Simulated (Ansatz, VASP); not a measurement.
## Ni: VASP beside Ansatz

File INCAR:

```
ALGO     = Normal         # electronic algorithm
EDIFF    = 1E-6           # SCF threshold, eV
ENCUT    = 520            # plane-wave cutoff, eV
GGA      = PE             # functional
ISIF     = 2              # what is computed and relaxed
ISMEAR   = -1             # smearing method
LASPH    = T              # aspherical terms in the spheres
LCHARG   = F              # write CHGCAR
LREAL    = F              # projectors in reciprocal space
LWAVE    = F              # write WAVECAR
NBANDS   = 11             # bands
NELM     = 80             # most SCF steps
PREC     = Accurate       # precision mode
SIGMA    = 0.05           # smearing width, eV
```

KPOINTS

```
k-points
0
Gamma
  21 21 21
```

POSCAR

```
Ni
1.0
    0.0000000000      1.7079508272      1.7079508272
    1.7079508272      0.0000000000      1.7079508272
    1.7079508272      1.7079508272      0.0000000000
Ni
1
Direct
    0.0000000000      0.0000000000      0.0000000000
```

Input for Ansatz:

```yaml
crystal:
  lattice:
    - [0.0, 1.7079508272, 1.7079508272]
    - [1.7079508272, 0.0, 1.7079508272]
    - [1.7079508272, 1.7079508272, 0.0]
  atoms:
    - { symbol: Ni, position: [0.0, 0.0, 0.0] }
kpoints:
  mp_grid: { grid: [21, 21, 21] }
scf:
  occupations: { method: fermi_dirac, width: 0.05 }
hamiltonian:
  xc: pbe
  pseudopotentials: { kind: all_electron, lapw: { basis_error: 0.001 } }
output:
  forces: true
  stress: true
  eigenvalues: true
  populations: true
```

Change from the starting cell: volume scaled by 0.92, LAPW.

Alike in both runs: task single point; functional PBE; k mesh 21 × 21 × 21; occupations fermi-dirac, width 0.05 eV; no spin polarisation.

```csv
,VASP,Ansatz
version,VASP 6.6.1,Ansatz 0.2.0
potentials or method,"VASP PAW PBE potentials, release 64 (Ni), cutoff 520 eV","all-electron LAPW, scalar-relativistic"
```

|  | VASP | Ansatz | Ansatz less VASP |
| --- | --- | --- | --- |
| pressure (GPa) | 20.4 | 20.7 | +0.28 |

Ansatz ran all-electron here, and VASP with PAW potentials.
